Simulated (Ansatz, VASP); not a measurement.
**Ti2C in VASP and in Ansatz**

```
Ti C
1.0
     1.54070    0.88952    4.81377
    -1.54070    0.88952    4.81377
     0.00000   -1.77905    4.81377
Ti C
2 1
Cartesian
  0.0000 0.0000 3.5453
  0.0000 0.0000 10.8960
  0.0000 0.0000 7.2207
```

Alike in both runs: task single point; functional r2SCAN; k mesh 9 × 9 × 9; occupations gaussian, width 0.1 eV; no spin polarisation.

```csv
,VASP,Ansatz
version,VASP 6.6.1,Ansatz 0.2.0
potentials or method,"VASP PAW PBE potentials, release 64 (Ti_sv, C), cutoff 520 eV","scalar-relativistic, plane waves, PAW"
valence electrons in the cell,28,28
```

|  | VASP | Ansatz | Ansatz less VASP |
| --- | --- | --- | --- |
| gap on the k mesh at the Fermi level (eV) | none | none | - |
| pressure (GPa) | 0.2 | -0.5 | -0.72 |
| traceless stress, the component that is largest in VASP (GPa) | 0.14 | 0.17 | +0.035 |
| rms of the force components (eV/Å) | 0.006 | 0.034 | +0.0286 |

VASP's potentials were made for PBE, not for r2SCAN. Atom by atom the forces differ by 0.040 eV/Å (rms over components). A gap of «none» marks a metal or a gap that the smearing closes. The functional is the same, so the differences come from potentials, cutoffs and numerics.
